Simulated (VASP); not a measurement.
# Al17N15 (a cell with a defect) in VASP: single point with PBE

Aim: the single point of Al17N15 (a cell with a defect) with PBE.

Program: VASP 6.6.1. These are calculated values, not measurements. Logs are shortened: lines on timing, memory, paths and dates and some standing lists are left out, and cuts for length are marked.

### Step 1. The cell of the first run

The cell holds a defect, 32 atoms: a = 7.627 Å, b = 7.627 Å, c = 7.627 Å, α = 109.47°, β = 109.47°, γ = 109.47°.

### Step 2. Single point, PBE

The input, INCAR:

```
SYSTEM = Al17N15
PREC = Accurate
ENCUT = 520
EDIFF = 1E-6
ISMEAR = 0
SIGMA = 0.01
LREAL = Auto
LASPH = .TRUE.
NELM = 100
ALGO = Normal
ISIF = 2
LWAVE = .FALSE.
LCHARG = .FALSE.
GGA = PE
NBANDS = 85
```

The input, KPOINTS:

```
Automatic mesh
0
Gamma
  2 2 2
  0.5 0.5 0.5
```

The input, POSCAR:

```
Al17N15
1.0
   -4.4031742015      4.4031742015     -4.4031742015
    4.4031742015     -4.4031742015     -4.4031742015
   -4.4031742015     -4.4031742015      4.4031742015
Al N
17 15
Direct
    0.5140953814      0.3084655386      0.2589538775
    0.2602420021      0.2522311848      0.5039411981
   -0.0102033063      0.2355829743      0.7397231837
    0.7991252870      0.0054952947      0.2415812499
    0.7525392757      0.2520114421      0.0079331843
    0.4851244743     -0.0060021657      0.5440135709
    0.2458380855      0.0005027968      0.7608986792
    0.0050736023      0.7476270860      0.2509573488
    1.0095908347      0.9992392667      0.9958139796
    0.7535347460      0.7644385184      0.5047362049
    0.5010071643      0.7474121738      0.7583544021
    0.2466742234      0.5046193820      0.2494992008
    0.2004226500      0.6919312364     -0.0431780472
   -0.0057844267      0.4951350541      0.4926698046
    0.7391529954      0.4930394024      0.7420619808
    0.4983234000      0.5066777575     -0.0035793653
    0.4999187876      0.0005582323      0.2505689618
    0.2351424626     -0.0007390438      0.5124167312
   -0.0002988606     -0.0000118159      0.7503282419
    0.7550376360      0.7477845544      0.2496888512
    0.7623122107      0.0003423410     -0.0136475574
    0.4985344037      0.7427380440      0.5082652036
    0.2443769984      0.7440221727      0.7430177443
   -0.0003729191      0.4998556695      0.2502727384
   -0.0154554295      0.7407200191     -0.0077715320
    0.7642276667      0.5267142649      0.5142511409
    0.4996866451      0.4998405011      0.7501858771
    0.2480723260      0.2558388584      0.2507170673
    0.2370413531      0.4733875707     -0.0118565074
    0.0148570066      0.2569628752      0.5062631567
    0.7511290902      0.2517996867      0.7575809295
    0.5007383972      0.2590637847     -0.0058289913
```

Potentials or basis: VASP PAW PBE potentials, release 64 (Al, N).

Command:

```bash
cat potpaw_PBE.64/Al/POTCAR potpaw_PBE.64/N/POTCAR > POTCAR
mpirun -np 1 vasp_std > vasp.out
```

OUTCAR:

```text
SYSTEM = Al17N15
   PREC = Accurate
   ENCUT = 520
   EDIFF = 1E-6
   ISMEAR = 0
   LREAL = Auto
   LASPH = .TRUE.
   NELM = 100
   ISIF = 2
   GGA = PE

 ion  position               nearest neighbor table
   1  0.514  0.308  0.259-  26 1.86  32 1.89  28 1.91  17 2.29  10 2.84  16 2.88  12 2.90  14 3.02
                            15 3.04   5 3.07   7 3.13   2 3.13   9 3.17
   2  0.260  0.252  0.504-  27 1.86  30 1.89  18 1.90  28 1.91   4 2.88  15 2.98   6 3.04  16 3.07
                            11 3.08   1 3.13   8 3.14   3 3.15  12 3.16   9 3.16   7 3.17  14 3.17
   3  0.990  0.236  0.740-  19 1.85  29 1.87  30 1.91  31 1.91  13 2.84  10 2.93   7 3.06   9 3.07
                             4 3.13   5 3.15  14 3.15   2 3.15  15 3.16  16 3.17   6 3.17  12 3.18
   4  0.799  0.005  0.242-  21 1.86  30 1.89  20 1.91  17 2.29   9 2.84   2 2.88   8 2.90   5 3.02
                            11 3.04  14 3.07   3 3.13  16 3.13  10 3.17
   5  0.753  0.252  0.008-  24 1.87  21 1.90  31 1.91  32 1.91   6 2.90   4 3.02  14 3.02   1 3.07
                            12 3.08   8 3.09  11 3.14   3 3.15   7 3.16  15 3.16  16 3.17   9 3.18
   6  0.485  0.994  0.544-  18 1.86  22 1.89  31 1.91  17 2.29   7 2.84  11 2.88   5 2.90   8 3.01
                             2 3.04  12 3.07  10 3.13  15 3.13   3 3.17
   7  0.246  0.001  0.761-  19 1.85  18 1.87  32 1.91  23 1.91   6 2.84   9 2.93   3 3.06  10 3.07
                             1 3.13  14 3.15  16 3.15   5 3.16  11 3.17  13 3.17   2 3.17   8 3.18
   8  0.005  0.748  0.251-  24 1.87  18 1.90  20 1.90  25 1.91   4 2.90   6 3.01  12 3.02  13 3.07
                            14 3.08   5 3.09   2 3.14  10 3.15   9 3.16  16 3.16  15 3.17   7 3.18
   9  0.010  0.999  0.996-  19 1.85  21 1.87  25 1.91  28 1.91   4 2.84   7 2.93  10 3.06   3 3.07
[... 17 lines left out ...]
  19  1.000  1.000  0.750-   3 1.85  10 1.85   9 1.85   7 1.85
  20  0.755  0.748  0.250-   8 1.90   4 1.91  10 1.91  16 1.91
  21  0.762  0.000  0.986-   4 1.86   9 1.87  11 1.90   5 1.90
  22  0.499  0.743  0.508-   6 1.89  11 1.89  10 1.91  12 1.91
[... 8 lines left out ...]
  31  0.751  0.252  0.758-   5 1.91   6 1.91   3 1.91  15 1.91
  32  0.501  0.259  0.994-   1 1.89  16 1.89   7 1.91   5 1.91

  LATTYP: Found a body centered cubic cell.
 ALAT       =     8.8063484030

  Lattice vectors:

 A1 = (  -4.4031742015,   4.4031742015,  -4.4031742015)
 A2 = (   4.4031742015,  -4.4031742015,  -4.4031742015)
 A3 = (  -4.4031742015,  -4.4031742015,   4.4031742015)

Analysis of symmetry for initial positions (statically):
=====================================================================
 Subroutine PRICEL returns:
 Original cell was already a primitive cell.

 Routine SETGRP: Setting up the symmetry group for a
 body centered cubic supercell.

 Subroutine GETGRP returns: Found  1 space group operations
 (whereof  1 operations were pure point group operations)
 out of a pool of 48 trial point group operations.

The static configuration has the point symmetry C_1 .

Analysis of symmetry for dynamics (positions and initial velocities):
=====================================================================
 Subroutine PRICEL returns:
 Original cell was already a primitive cell.

 Routine SETGRP: Setting up the symmetry group for a
 body centered cubic supercell.

 Subroutine GETGRP returns: Found  1 space group operations
 (whereof  1 operations were pure point group operations)
 out of a pool of 48 trial point group operations.

The dynamic configuration has the point symmetry C_1 .

 Subroutine INISYM returns: Found  1 space group operations
 (whereof  1 operations are pure point group operations),
 and found     1 'primitive' translations

----------------------------------------------------------------------------------------

                                     Primitive cell

  volume of cell :     341.4740

  direct lattice vectors                    reciprocal lattice vectors
    -4.403174201  4.403174201 -4.403174201    -0.113554444  0.000000000 -0.113554444
     4.403174201 -4.403174201 -4.403174201     0.000000000 -0.113554444 -0.113554444
    -4.403174201 -4.403174201  4.403174201    -0.113554444 -0.113554444  0.000000000

  length of vectors
     7.626521432  7.626521432  7.626521432     0.160590235  0.160590235  0.160590235

  position of ions in fractional coordinates (direct lattice)
     0.514095381  0.308465539  0.258953877
     0.260242002  0.252231185  0.503941198
     0.989796694  0.235582974  0.739723184
     0.799125287  0.005495295  0.241581250
     0.752539276  0.252011442  0.007933184
     0.485124474  0.993997834  0.544013571
[... 24 lines left out ...]
     0.751129090  0.251799687  0.757580930
     0.500738397  0.259063785  0.994171009

  ion indices of the primitive-cell ions
   primitive index   ion index
                 1           1
                 2           2
                 3           3
                 4           4
                 5           5
                 6           6
[... 24 lines left out ...]
                31          31
                32          32

----------------------------------------------------------------------------------------

 KPOINTS: Automatic mesh

Automatic generation of k-mesh.
 Grid dimensions read from file:
 generate k-points for:    2    2    2

 Generating k-lattice:

  Cartesian coordinates                     Fractional coordinates (reciprocal lattice)
    -0.056777222  0.000000000 -0.056777222     0.500000000  0.000000000  0.000000000
     0.000000000 -0.056777222 -0.056777222     0.000000000  0.500000000  0.000000000
    -0.056777222 -0.056777222  0.000000000     0.000000000  0.000000000  0.500000000

  Length of vectors
     0.080295118  0.080295118  0.080295118

  Shift w.r.t. Gamma in fractional coordinates (k-lattice)
     0.500000000  0.500000000  0.500000000

 Subroutine IBZKPT returns following result:
 ===========================================

 Found      4 irreducible k-points:

 Following reciprocal coordinates:
            Coordinates               Weight
  0.250000  0.250000  0.250000      2.000000
 -0.250000  0.250000  0.250000      2.000000
  0.250000 -0.250000  0.250000      2.000000
  0.250000  0.250000 -0.250000      2.000000
   k-points           NKPTS =      4   k-points in BZ     NKDIM =      4   number of bands    NBANDS=     85
   number of dos      NEDOS =    301   number of ions     NIONS =     32
   total plane-waves  NPLWV = 216000
   dimension x,y,z NGX =    60 NGY =   60 NGZ =   60
   dimension x,y,z NGXF=   120 NGYF=  120 NGZF=  120
   ions per type =              17  15
   NGX,Y,Z   is equivalent  to a cutoff of  13.08, 13.08, 13.08 a.u.
   NGXF,Y,Z  is equivalent  to a cutoff of  26.16, 26.16, 26.16 a.u.
 SYSTEM =  Al17N15
   PREC   = accura    normal or accurate (medium, high low for compatibility)
   ISTART =      0    job   : 0-new  1-cont  2-samecut
   ICHARG =      2    charge: 1-file 2-atom 10-const
   ISPIN  =      1    spin polarized calculation?
   LNONCOLLINEAR =      F non collinear calculations
   LSORBIT =      F    spin-orbit coupling
   LASPH  =      T    aspherical Exc in radial PAW
   ENCUT  =  520.0 eV  38.22 Ry    6.18 a.u.  14.18 14.18 14.18*2*pi/ulx,y,z
   NELM   =    100;   NELMIN=  2; NELMDL= -5     # of ELM steps
   EDIFF  = 0.1E-05   stopping-criterion for ELM
   LREAL  =      T    real-space projection
   EDIFFG = 0.1E-04   stopping-criterion for IOM
   NSW    =      0    number of steps for IOM
   IBRION =     -1    ionic relax: 0-MD 1-quasi-New 2-CG
   NFREE  =      0    steps in history (QN), initial steepest desc. (CG)
   ISIF   =      2    stress and relaxation
   ISYM   =      2    0-nonsym 1-usesym 2-fastsym
   POTIM  = 0.5000    time-step for ionic-motion
   TEBEG  =    0.0;   TEEND  =   0.0 temperature during run
   PSTRESS=    0.0 pullay stress
   NELECT =     126.0000    total number of electrons
   NUPDOWN=      -1.0000    fix difference up-down
   EMIN   =  10.00;   EMAX   =-10.00  energy-range for DOS
   EFERMI =   0.00;   METHOD = LEGACY
   ISMEAR =     0;   SIGMA  =   0.01  broadening in eV -4-tet -1-fermi 0-gaus
   EFERMI_NEDOS =   21; number of points for ismear=-14 and -15
   IALGO  =     38    algorithm
   IMIX   =      4    mixing-type and parameters
     AMIX     =   0.40;   BMIX     =  1.00
     AMIX_MAG =   1.60;   BMIX_MAG =  1.00
  volume/ion in A,a.u.               =      10.67        72.01
  Fermi-wavevector in a.u.,A,eV,Ry     =   1.174210  2.218935 18.759296  1.378769
  Thomas-Fermi vector in A             =   2.310611
   LORBIT       =      0    0 simple, 1 ext, 2 COOP (PROOUT), +10 PAW based schemes
   GGA     = PE    functional components
   LHFCALC =     F    Hartree Fock is set to
   AEXX    =    0.0000 exact exchange contribution
   IVDW    =     0    specifies the selected vdW correction
   LEPSILON=     F    determine dielectric tensor
   LRPA    =     F    only Hartree local field effects (RPA)
 non-spin polarized calculation
 Gauss-broadening in eV      SIGMA  =   0.01
  energy-cutoff  :      520.00
  volume of cell :      341.47
 maximum number of plane-waves:      9184
 NGX is ok and might be reduce to    60
   NGX = 29   NGY = 29   NGZ = 29

 number of electron     125.9999991 magnetization

 Free energy of the ion-electron system (eV)
  ---------------------------------------------------
  ext. energy  EPLUGINS =         0.00000000
  ---------------------------------------------------
  free energy    TOTEN  =      -221.50881658 eV

  energy without entropy =     -221.50763123  energy(sigma->0) =     -221.50822390

 E-fermi :   8.6474     XC(G=0): -10.9167

 val. band max:        8.6380324725   @ k =   0.2500   0.2500  -0.2500
 cond. band min:       8.6566730463   @ k =   0.2500   0.2500   0.2500
 fundamental gap:      0.0186405738
 Fermi energy:         8.6473557569

 k-point     1 :       0.2500    0.2500    0.2500
  band No.  band energies     occupation
      1      -8.2755      2.00000
      2      -8.2476      2.00000
      3      -8.2343      2.00000
      4      -7.8076      2.00000
      5      -6.8595      2.00000
      6      -6.8583      2.00000
[... 301 lines left out ...]
     74      12.9025      0.00000
     75      12.9974      0.00000
 [bands above 75 left out]

------------------------ aborting loop because EDIFF is reached ----------------------------------------

  FORCE on cell =-STRESS in cart. coord.  units (eV):
  Direction    XX          YY          ZZ          XY          YZ          ZX
  --------------------------------------------------------------------------------------
  -------------------------------------------------------------------------------------
  Total       22.5481331     24.3558775     26.0434473     -0.0982725      0.0210361     -0.0530978
  in kB      105.7946189    114.2764575    122.1944437     -0.4610893      0.0987003     -0.2491320
  external PRESSURE =     114.0885067 kB  Pullay stress =       0.0000000 kB

 VOLUME and BASIS-vectors are now :
 -----------------------------------------------------------------------------
  energy-cutoff  :      520.00
  volume of cell :      341.47
      direct lattice vectors                 reciprocal lattice vectors
    -4.403174201  4.403174201 -4.403174201    -0.113554444  0.000000000 -0.113554444
     4.403174201 -4.403174201 -4.403174201     0.000000000 -0.113554444 -0.113554444
    -4.403174201 -4.403174201  4.403174201    -0.113554444 -0.113554444  0.000000000

 POSITION                                       TOTAL-FORCE (eV/Angst)
 -----------------------------------------------------------------------------------
     -2.04564     -0.23480     -2.48166         0.006487     -0.001039     -0.002291
     -2.25421     -2.18367     -0.03757        -0.000657      0.000928      0.003093
     -6.57806      0.06380     -2.13843        -0.003113     -0.002054     -0.002280
     -4.55822      2.43077     -2.47916        -0.004889      0.002324     -0.005231
     -2.23884      2.16898     -4.38828        -0.000749      0.004099      0.000046
     -0.15473     -4.63604     -4.11745        -0.005981     -0.001263     -0.000687
[... 24 lines left out ...]
     -5.53440     -1.13713     -1.08031         0.001365      0.000914     -0.004446
     -5.44164     -3.31337      1.03197        -0.004032      0.003157      0.003215
 -----------------------------------------------------------------------------------
    total drift:                                0.000065     -0.007391      0.002743

  FREE ENERGIE OF THE ION-ELECTRON SYSTEM (eV)
  ---------------------------------------------------
  free  energy   TOTEN  =      -221.5088165785 eV

  energy  without entropy=     -221.5076312305  energy(sigma->0) =     -221.50822390
```

Run time: 6.1 min. Hardware: 1 thread of Intel Xeon 6975P-C, shared host; peak memory 0.49 GiB.

What came out:

| Quantity | Value |
| --- | --- |
| Free energy | -221.5088 eV |
| Pressure | 11.4 GPa |
| Largest force | 0.011 eV/Å |
| Band gap on the k mesh | zero (band 63 reaches 8.66 eV, above the bottom of band 64 at 8.62 eV) |

Forces on the atoms (eV/Å):
```
Al   0.006 -0.001 -0.002
Al  -0.001  0.001  0.003
Al  -0.003 -0.002 -0.002
Al  -0.005  0.002 -0.005
Al  -0.001  0.004  0.000
Al  -0.006 -0.001 -0.001
Al   0.006  0.004 -0.006
Al  -0.006 -0.001 -0.002
Al   0.003 -0.002  0.003
Al  -0.004  0.003  0.005
Al  -0.001 -0.003 -0.001
Al   0.003  0.000 -0.001
Al   0.010  0.002  0.003
Al   0.003 -0.002  0.000
Al   0.003  0.001 -0.001
Al   0.000 -0.004  0.001
Al  -0.003 -0.005  0.003
N    0.005  0.001 -0.001
N    0.000  0.001  0.000
N    0.002 -0.003  0.005
N    0.005  0.000  0.000
N    0.002  0.004 -0.002
N   -0.001 -0.002 -0.005
N    0.000  0.000  0.000
N   -0.004 -0.004 -0.005
N   -0.005  0.002  0.003
N    0.000  0.000  0.000
N   -0.004  0.003  0.005
N   -0.006 -0.001  0.000
N    0.004 -0.004  0.005
N    0.001  0.001 -0.004
N   -0.004  0.003  0.003
```

Caveat: the k points lie up to 0.50 Å⁻¹ apart.
